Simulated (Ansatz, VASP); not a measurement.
WSe in VASP and in Ansatz

```xyz
2
Lattice="3.1486 0.0000 0.0000 0.0000 3.1486 0.0000 0.0000 0.0000 3.1486" Properties=species:S:1:pos:R:3 pbc="T T T"
W     0.0000    0.0000    0.0000
Se    1.5743    1.5743    1.5743
```

Alike in both runs: task single point; functional PBE; k mesh 14 × 14 × 14; occupations gaussian, width 0.05 eV; collinear spin; Hubbard terms W d U = 5.0 eV.

|  | VASP | Ansatz |
| --- | --- | --- |
| version | VASP 6.6.1 | Ansatz 0.2.0 |
| potentials or method | VASP PAW PBE potentials, release 64 (W_sv, Se), cutoff 520 eV | scalar-relativistic, plane waves, PAW |
| valence electrons in the cell | 20 | 30 |

VASP gave:

```
gap on the k mesh at the Fermi level (eV)                     : none
pressure (GPa)                                                : 16.9
net moment per atom (μB)                                      : 0.76
size of the moment on the site where the two differ most (μB) : 1.37
```

Problem. What did Ansatz give for the same quantities?

Solution. gap on the k mesh at the Fermi level (eV): none; pressure (GPa): 17.8; net moment per atom (μB): 0.90; size of the moment on the site where the two differ most (μB): 1.51.

The net moments are unlike, so the other rows may belong to different states. Site moments also hang on the region over which each program counts them. The programs project onto different local orbitals, so the same U acts differently, and such runs can settle in different states. A gap of «none» marks a metal or a gap that the smearing closes. VASP's potentials hold 20 valence electrons a cell and Ansatz's 30, so a difference there can come from the potentials and not from the codes. Ansatz's warnings: filled band counts differ across k points.

Spin-orbit coupling is off throughout.
